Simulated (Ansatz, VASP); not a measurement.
# Two plane-wave programs on Ca3H2C

INCAR

```
PREC = Accurate ; ENCUT = 520
EDIFF = 1E-6 ; ISMEAR = 0
SIGMA = 0.1 ; LREAL = False
LASPH = True ; NELM = 100
ALGO = Normal ; ISIF = 2
LWAVE = False ; LCHARG = False
GGA = PE ; NBANDS = 27
```

KPOINTS

```
Automatic mesh
0
Gamma
  6 6 2
```

The input POSCAR:

```
Ca3H2C
1.0
    3.2027543900      0.0000000000      0.0000000000
    0.0000000000      3.2027543900      0.0000000000
    0.0000000000      0.0000000000      9.6082631800
Ca H C
3 2 1
Direct
    0.0000000000      0.0000000000      0.8333333300
    0.0000000000      0.0000000000      0.1666666700
    0.0000000000      0.0000000000      0.5000000000
    0.5000000000      0.5000000000      0.3333333300
    0.5000000000      0.5000000000      0.6666666700
    0.5000000000      0.5000000000      0.0000000000
```

Input for Ansatz:

```yaml
crystal:
  lattice:
    - [3.20275439, 0.0, 0.0]
    - [0.0, 3.20275439, 0.0]
    - [0.0, 0.0, 9.60826318]
  atoms:
    - { symbol: Ca, position: [0.0, 0.0, 0.83333333] }
    - { symbol: Ca, position: [0.0, 0.0, 0.16666667] }
    - { symbol: Ca, position: [0.0, 0.0, 0.5] }
    - { symbol: H, position: [0.5, 0.5, 0.33333333] }
    - { symbol: H, position: [0.5, 0.5, 0.66666667] }
    - { symbol: C, position: [0.5, 0.5, 0.0] }
basis:
  ecutwfc: 420
kpoints:
  mp_grid: { grid: [6, 6, 2] }
hamiltonian:
  xc: pbe
scf:
  occupations: { method: gaussian, width: 0.1 }
  lower_state_search: "off"
output:
  forces: true
  stress: true
  eigenvalues: true
```

Alike in both runs: task single point; functional PBE; k mesh 6 × 6 × 2; occupations gaussian, width 0.1 eV; no spin polarisation.

|  | VASP | Ansatz |
| --- | --- | --- |
| version | VASP 6.6.1 | Ansatz 0.2.0 |
| potentials or method | VASP PAW PBE potentials, release 64 (Ca_sv, H, C), cutoff 520 eV | scalar-relativistic, plane waves, PAW |
| valence electrons in the cell | 36 | 36 |

Ansatz gave:

| Quantity | Value |
| --- | --- |
| gap on the k mesh at the Fermi level (eV) | none |
| pressure (GPa) | -2.7 |
| traceless stress, the component that is largest in VASP (GPa) | 0.50 |
| rms of the force components (eV/Å) | 0.589 |

Task: Estimate VASP's values.

Result: gap on the k mesh at the Fermi level (eV): none; pressure (GPa): -2.6; traceless stress, the component that is largest in VASP (GPa): 0.50; rms of the force components (eV/Å): 0.587.

Atom by atom the forces differ by 0.002 eV/Å (rms over components). A gap of «none» marks a metal or a gap that the smearing closes. The functional is the same, so the differences come from potentials, cutoffs and numerics.
